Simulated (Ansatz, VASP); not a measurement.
InAs in VASP and in Ansatz

```
CELL_PARAMETERS angstrom
0.00000 2.93241 2.93241
2.93241 0.00000 2.93241
2.93241 2.93241 0.00000
ATOMIC_POSITIONS crystal
In 0.00000 0.00000 0.00000
As 0.25000 0.25000 0.25000
```

Change from the starting cell: hydrostatic strain -4.0%.

Alike in both runs: task single point; functional r2SCAN; k mesh 8 × 8 × 8; no spin polarisation.

```csv
,VASP,Ansatz
version,VASP 6.6.1,Ansatz 0.2.0
potentials or method,"VASP PAW PBE potentials, release 64 (In_d, As)","plane waves, PAW"
plane-wave cutoff (eV),520,500
occupations,"gaussian, width 0.01 eV",fixed
valence electrons in the cell,18,28
```

|  | VASP | Ansatz | Ansatz less VASP |
| --- | --- | --- | --- |
| gap on the k mesh at the Fermi level (eV) | 0.76 | 0.76 | -0.005 |
| pressure (GPa) | 9.4 | 9.4 | -0.02 |

VASP's potentials were made for PBE, not for r2SCAN. VASP's potentials hold 18 valence electrons a cell and Ansatz's 28, so a difference there can come from the potentials and not from the codes.
